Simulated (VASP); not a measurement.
Runs of VASP 6.6.1 on Sb. The structure is that of space group P6/mmm (No. 191), or close to it. The cells are those of the table. 

```csv
task,potentials or basis,cell,cutoff (eV),second run,gap on the mesh (eV),pressure (GPa),relaxed volume (Å³/atom),largest force (eV/Å)
single point,"VASP PAW PBE potentials, release 64 (Sb)","a = 3.287, b = 3.287, c = 6.164 Å, angles 90.0, 90.0, 120.0°, 2 atoms",520,-,none,(a),-,0.01
relaxation of cell and atoms,"VASP PAW PBE potentials, release 64 (Sb_d_GW)","relaxed from a = 3.618, b = 3.618, c = 6.021 Å, angles 90.0, 90.0, 120.0°, 2 atoms",500,valence_matched,none,0.1,30.67,0.02
relaxation of cell and atoms,"VASP PAW PBE potentials, release 64 (Sb)","relaxed from a = 3.618, b = 3.618, c = 6.021 Å, angles 90.0, 90.0, 120.0°, 2 atoms",600,-,none,0.0,(b),0.01
single point,"VASP PAW PBE potentials, release 64 (Sb)","a = 3.618, b = 3.618, c = 6.021 Å, angles 90.0, 90.0, 120.0°, 2 atoms",520,-,none,4.0,-,4.13
```

Alike in all rows: level PBE; no spin polarisation; k mesh 6 × 6 × 4; smearing gaussian 0.1 eV.

Estimate the missing entries.

(a) -0.1; (b) 30.64.

Caveats: some runs use coarse meshes; spin-orbit coupling is left out, which moves the levels of the heavy elements; forces of over 1 eV/Å act on the atoms, so gaps and moduli don't describe the material at rest (some runs).

A k mesh can miss the band edges, and the runs leave out spin-orbit coupling on Sb.

A gap of «none» marks levels without a gap at the run's occupations.

The runs don't all hold the same shells in valence.
